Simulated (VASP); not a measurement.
# ScAl (Pm-3m) in VASP: a series of runs

ScAl is run at these levels: PBEsol; tasks: single point, relaxation of cell and atoms.

Everything below comes from runs of VASP 6.6.1. Logs are shortened: lines on timing, memory, paths and dates and some standing lists are left out, and cuts for length are marked.

## Step 1: The cell of the first run

It takes space group Pm-3m (No. 221, cubic). The conventional cell has a = 3.348 Å, b = 3.348 Å, c = 3.348 Å, α = 90.00°, β = 90.00°, γ = 90.00°. Sc (site symmetry m-3m) has 8 Al at 2.90 Å and 6 Sc at 3.35 Å within 3.8 Å. Al (site symmetry m-3m) has 8 Sc at 2.90 Å and 6 Al at 3.35 Å within 3.8 Å.

## Step 2: Single point, PBEsol

File INCAR:

```
SYSTEM = ScAl
PREC = Accurate
ENCUT = 520
EDIFF = 1E-6
ISMEAR = -1
SIGMA = 0.15
LREAL = .FALSE.
LASPH = .TRUE.
NELM = 80
ALGO = Normal
ISIF = 2
LWAVE = .FALSE.
LCHARG = .FALSE.
GGA = PS
NBANDS = 14
```

File KPOINTS:

```
Automatic mesh
0
G
  12 12 12
  0 0 0
```

File POSCAR:

```
ScAl
1.0
    3.3478901151      0.0000000000      0.0000000000
    0.0000000000      3.3478901151      0.0000000000
    0.0000000000      0.0000000000      3.3478901151
Sc Al
1 1
Direct
    0.5000000000      0.5000000000      0.5000000000
    0.0000000000      0.0000000000      0.0000000000
```

Potentials or basis: VASP PAW PBE potentials, release 64 (Sc_sv, Al).

Launch:

```bash
> cat potpaw_PBE.64/Sc_sv/POTCAR potpaw_PBE.64/Al/POTCAR > POTCAR
> mpirun -np 1 vasp_std > vasp.out
```

OUTCAR:

```text
SYSTEM = ScAl
   PREC = Accurate
   ENCUT = 520
   EDIFF = 1E-6
   ISMEAR = -1
   LREAL = .FALSE.
   LASPH = .TRUE.
   NELM = 80
   ISIF = 2
   GGA = PS

 ion  position               nearest neighbor table
   1  0.500  0.500  0.500-   2 2.90   2 2.90   2 2.90   2 2.90   2 2.90   2 2.90   2 2.90   2 2.90

   2  0.000  0.000  0.000-   1 2.90   1 2.90   1 2.90   1 2.90   1 2.90   1 2.90   1 2.90   1 2.90

  LATTYP: Found a simple cubic cell.
 ALAT       =     3.3478901151

  Lattice vectors:

 A1 = (   3.3478901151,   0.0000000000,   0.0000000000)
 A2 = (   0.0000000000,   3.3478901151,   0.0000000000)
 A3 = (   0.0000000000,   0.0000000000,   3.3478901151)

Analysis of symmetry for initial positions (statically):
=====================================================================
 Subroutine PRICEL returns:
 Original cell was already a primitive cell.

 Routine SETGRP: Setting up the symmetry group for a
 simple cubic supercell.

 Subroutine GETGRP returns: Found 48 space group operations
[... 9 lines left out ...]

 Routine SETGRP: Setting up the symmetry group for a
 simple cubic supercell.

 Subroutine GETGRP returns: Found 48 space group operations
[... 11 lines left out ...]
                                     Primitive cell

  volume of cell :      37.5244

  direct lattice vectors                    reciprocal lattice vectors
     3.347890115  0.000000000  0.000000000     0.298695586  0.000000000  0.000000000
     0.000000000  3.347890115  0.000000000     0.000000000  0.298695586  0.000000000
     0.000000000  0.000000000  3.347890115     0.000000000  0.000000000  0.298695586

  length of vectors
     3.347890115  3.347890115  3.347890115     0.298695586  0.298695586  0.298695586

  position of ions in fractional coordinates (direct lattice)
[... 8 lines left out ...]
----------------------------------------------------------------------------------------

 KPOINTS: Automatic mesh

Automatic generation of k-mesh.
 Grid dimensions read from file:
 generate k-points for:   12   12   12

 Generating k-lattice:

  Cartesian coordinates                     Fractional coordinates (reciprocal lattice)
     0.024891299  0.000000000  0.000000000     0.083333333  0.000000000  0.000000000
     0.000000000  0.024891299  0.000000000     0.000000000  0.083333333  0.000000000
     0.000000000  0.000000000  0.024891299     0.000000000  0.000000000  0.083333333

  Length of vectors
     0.024891299  0.024891299  0.024891299

  Shift w.r.t. Gamma in fractional coordinates (k-lattice)
     0.000000000  0.000000000  0.000000000

 Subroutine IBZKPT returns following result:
 ===========================================

 Found     84 irreducible k-points:

 Following reciprocal coordinates:
            Coordinates               Weight
  0.000000  0.000000  0.000000      1.000000
  0.083333  0.000000  0.000000      6.000000
  0.166667  0.000000  0.000000      6.000000
  0.250000  0.000000  0.000000      6.000000
  0.333333  0.000000  0.000000      6.000000
  0.416667  0.000000  0.000000      6.000000
[... 16 lines left out ...]
  0.333333  0.333333  0.000000     12.000000
  0.416667  0.333333  0.000000     24.000000
 [... further k-points ...]
   k-points           NKPTS =     84   k-points in BZ     NKDIM =     84   number of bands    NBANDS=     14
   number of dos      NEDOS =    301   number of ions     NIONS =      2
   total plane-waves  NPLWV =  21952
   dimension x,y,z NGX =    28 NGY =   28 NGZ =   28
   dimension x,y,z NGXF=    56 NGYF=   56 NGZF=   56
   ions per type =               1   1
   NGX,Y,Z   is equivalent  to a cutoff of  13.90, 13.90, 13.90 a.u.
   NGXF,Y,Z  is equivalent  to a cutoff of  27.81, 27.81, 27.81 a.u.
 SYSTEM =  ScAl
   PREC   = accura    normal or accurate (medium, high low for compatibility)
   ISTART =      0    job   : 0-new  1-cont  2-samecut
   ICHARG =      2    charge: 1-file 2-atom 10-const
   ISPIN  =      1    spin polarized calculation?
   LNONCOLLINEAR =      F non collinear calculations
   LSORBIT =      F    spin-orbit coupling
   LASPH  =      T    aspherical Exc in radial PAW
   ENCUT  =  520.0 eV  38.22 Ry    6.18 a.u.   6.22  6.22  6.22*2*pi/ulx,y,z
   NELM   =     80;   NELMIN=  2; NELMDL= -5     # of ELM steps
   EDIFF  = 0.1E-05   stopping-criterion for ELM
   LREAL  =      F    real-space projection
   EDIFFG = 0.1E-04   stopping-criterion for IOM
   NSW    =      0    number of steps for IOM
   IBRION =     -1    ionic relax: 0-MD 1-quasi-New 2-CG
   NFREE  =      0    steps in history (QN), initial steepest desc. (CG)
   ISIF   =      2    stress and relaxation
   ISYM   =      2    0-nonsym 1-usesym 2-fastsym
   POTIM  = 0.5000    time-step for ionic-motion
   TEBEG  =    0.0;   TEEND  =   0.0 temperature during run
   PSTRESS=    0.0 pullay stress
   NELECT =      14.0000    total number of electrons
   NUPDOWN=      -1.0000    fix difference up-down
   EMIN   =  10.00;   EMAX   =-10.00  energy-range for DOS
   EFERMI =   0.00;   METHOD = LEGACY
   ISMEAR =    -1;   SIGMA  =   0.15  broadening in eV -4-tet -1-fermi 0-gaus
   EFERMI_NEDOS =   21; number of points for ismear=-14 and -15
   IALGO  =     38    algorithm
   IMIX   =      4    mixing-type and parameters
     AMIX     =   0.40;   BMIX     =  1.00
     AMIX_MAG =   1.60;   BMIX_MAG =  1.00
  volume/ion in A,a.u.               =      18.76       126.61
  Fermi-wavevector in a.u.,A,eV,Ry     =   1.178545  2.227128 18.898074  1.388969
  Thomas-Fermi vector in A             =   2.314872
   LORBIT       =      0    0 simple, 1 ext, 2 COOP (PROOUT), +10 PAW based schemes
   GGA     = PS    functional components
   LHFCALC =     F    Hartree Fock is set to
   AEXX    =    0.0000 exact exchange contribution
   IVDW    =     0    specifies the selected vdW correction
   LEPSILON=     F    determine dielectric tensor
   LRPA    =     F    only Hartree local field effects (RPA)
 non-spin polarized calculation
  energy-cutoff  :      520.00
  volume of cell :       37.52
 maximum number of plane-waves:      1024
 NGX is ok and might be reduce to    28
   NGX = 13   NGY = 13   NGZ = 13

 number of electron      14.0000002 magnetization

 Free energy of the ion-electron system (eV)
  ---------------------------------------------------
  ext. energy  EPLUGINS =         0.00000000
  ---------------------------------------------------
  free energy    TOTEN  =       -11.65654927 eV

  energy without entropy =      -11.58098640  energy(sigma->0) =      -11.61876783

 E-fermi :   6.1055     XC(G=0): -10.4884

 val. band max:        6.0979563364   @ k =   0.3333   0.0000   0.0000
 cond. band min:       6.1852625301   @ k =   0.5000   0.1667   0.0000
 fundamental gap:      0.0873061936
 Fermi energy:         6.1055204104

 k-point     1 :       0.0000    0.0000    0.0000
  band No.  band energies     occupation
      1     -43.0283      2.00000
      2     -21.7048      2.00000
      3     -21.7048      2.00000
      4     -21.7048      2.00000
      5      -2.4101      2.00000
      6       5.4244      1.97889
      7       5.4244      1.97889
      8       8.9055      0.00000
      9       8.9055      0.00000
     10       8.9055      0.00000
     11       9.9490      0.00000
     12       9.9490      0.00000
     13       9.9490      0.00000
     14      14.8652      0.00000

 k-point     2 :       0.0833    0.0000    0.0000
  band No.  band energies     occupation
      1     -43.0272      2.00000
      2     -21.7181      2.00000
      3     -21.7036      2.00000
      4     -21.7036      2.00000
      5      -2.3087      2.00000
      6       5.3266      1.98895
      7       5.4762      1.97032
      8       8.5719      0.00000
      9       8.5719      0.00000
     10       8.9208      0.00000
     11       9.6653      0.00000
     12      10.3492      0.00000
     13      10.3492      0.00000
     14      14.6807      0.00000

 k-point     3 :       0.1667    0.0000    0.0000
  band No.  band energies     occupation
      1     -43.0242      2.00000
      2     -21.7546      2.00000
      3     -21.7003      2.00000
      4     -21.7003      2.00000
      5      -2.0087      2.00000
      6       4.9458      1.99912
      7       5.6246      1.92213
      8       8.0472      0.00000
      9       8.0472      0.00000
     10       8.9632      0.00000
     11       9.2557      0.00000
     12      11.0803      0.00000
     13      11.0803      0.00000
     14      14.1841      0.00000

 k-point     4 :       0.2500    0.0000    0.0000
  band No.  band energies     occupation
      1     -43.0201      2.00000
      2     -21.8039      2.00000
      3     -21.6959      2.00000
      4     -21.6959      2.00000
      5      -1.5231      2.00000
      6       4.1936      1.99999
      7       5.8468      1.69757
      8       7.5797      0.00011
      9       7.5797      0.00011
     10       9.0222      0.00000
     11       9.2072      0.00000
     12      11.9110      0.00000
     13      11.9110      0.00000
     14      13.5191      0.00000

 k-point     5 :       0.3333    0.0000    0.0000
  band No.  band energies     occupation
      1     -43.0159      2.00000
      2     -21.8528      2.00000
      3     -21.6914      2.00000
      4     -21.6914      2.00000
      5      -0.8742      2.00000
      6       3.1983      2.00000
      7       6.0980      1.02521
      8       7.2227      0.00116
      9       7.2227      0.00116
     10       9.0826      0.00000
     11       9.5004      0.00000
[... 276 lines left out ...]
 k-point    22 :       0.5000    0.2500    0.0000
  band No.  band energies     occupation
      1     -43.0039      2.00000
      2     -21.8863      2.00000
      3     -21.7799      2.00000
      4     -21.6783      2.00000
      5       0.8237      2.00000
      6       2.4415      2.00000
      7       5.5346      1.95651
      8       6.4748      0.15719
      9       7.2652      0.00088
     10       8.3027      0.00000
     11       9.9523      0.00000
     12      11.9482      0.00000
     13      12.1761      0.00000
     14      14.0814      0.00000

 k-point    23 :       0.3333    0.3333    0.0000
  band No.  band energies     occupation
      1     -43.0039      2.00000
      2     -21.8352      2.00000
      3     -21.8300      2.00000
      4     -21.6784      2.00000
      5       0.3189      2.00000
      6       3.9068      2.00000
      7       4.5111      1.99995
      8       6.6777      0.04314
      9       7.5757      0.00011
     10       7.9696      0.00001
     11       9.8053      0.00000
     12      10.9014      0.00000
     13      12.7322      0.00000
     14      13.7171      0.00000

 k-point    24 :       0.4167    0.3333    0.0000
  band No.  band energies     occupation
      1     -43.0010      2.00000
      2     -21.8666      2.00000
      3     -21.8276      2.00000
      4     -21.6752      2.00000
      5       0.8137      2.00000
      6       3.3944      2.00000
      7       4.7255      1.99980
      8       6.4004      0.24561
      9       7.5132      0.00017
     10       7.9493      0.00001
     11       9.8619      0.00000
     12      11.1610      0.00000
     13      12.1215      0.00000
     14      13.6763      0.00000

 [... further k-points ...]
[... 5 lines left out ...]
  --------------------------------------------------------------------------------------
  -------------------------------------------------------------------------------------
  Total        0.0317937      0.0317937      0.0317937     -0.0000000      0.0000000     -0.0000000
  in kB        1.3574928      1.3574928      1.3574928     -0.0000000      0.0000000     -0.0000000
  external PRESSURE =       1.3574928 kB  Pullay stress =       0.0000000 kB

 VOLUME and BASIS-vectors are now :
 -----------------------------------------------------------------------------
  energy-cutoff  :      520.00
  volume of cell :       37.52
      direct lattice vectors                 reciprocal lattice vectors
     3.347890115  0.000000000  0.000000000     0.298695586  0.000000000  0.000000000
     0.000000000  3.347890115  0.000000000     0.000000000  0.298695586  0.000000000
     0.000000000  0.000000000  3.347890115     0.000000000  0.000000000  0.298695586

 POSITION                                       TOTAL-FORCE (eV/Angst)
 -----------------------------------------------------------------------------------
      1.67395      1.67395      1.67395         0.000000      0.000000      0.000000
      0.00000      0.00000      0.00000         0.000000      0.000000      0.000000
 -----------------------------------------------------------------------------------
    total drift:                                0.000000      0.000000      0.000000

  FREE ENERGIE OF THE ION-ELECTRON SYSTEM (eV)
  ---------------------------------------------------
  free  energy   TOTEN  =       -11.6565492684 eV

  energy  without entropy=      -11.5809863964  energy(sigma->0) =      -11.61876783
```

Wall time 39 s (1 thread of Intel Xeon Platinum 8259CL at 2.50GHz (Skylake/Cascade Lake), shared host); peak memory 0.19 GiB.

What came out:

- Free energy: -11.6565 eV
- Pressure: 0.1 GPa
- Band gap on the k mesh: zero (band 7 reaches 6.46 eV, above the bottom of band 8 at 5.27 eV)

Levels at points of the mesh, in eV from the Fermi level:
```csv
k point,band 4,band 5,band 6,band 7,band 8,band 9,band 10,band 11
"(0.00, 0.00, 0.00)",-27.81,-8.52,-0.68,-0.68,2.80,2.80,2.80,3.84
"(0.50, 0.00, 0.00)",-27.79,-5.66,-4.58,0.28,0.82,0.82,3.04,3.94
"(0.50, 0.50, 0.00)",-27.78,-4.73,-1.83,-1.83,-0.83,1.58,1.58,3.82
"(0.50, 0.50, 0.50)",-27.95,-2.57,-2.57,-2.57,-0.33,2.98,2.98,2.98
```

Caveat: the PAW data sets were made with another functional, which shifts forces and pressure a little.

(Continued in part 2 of 2.)
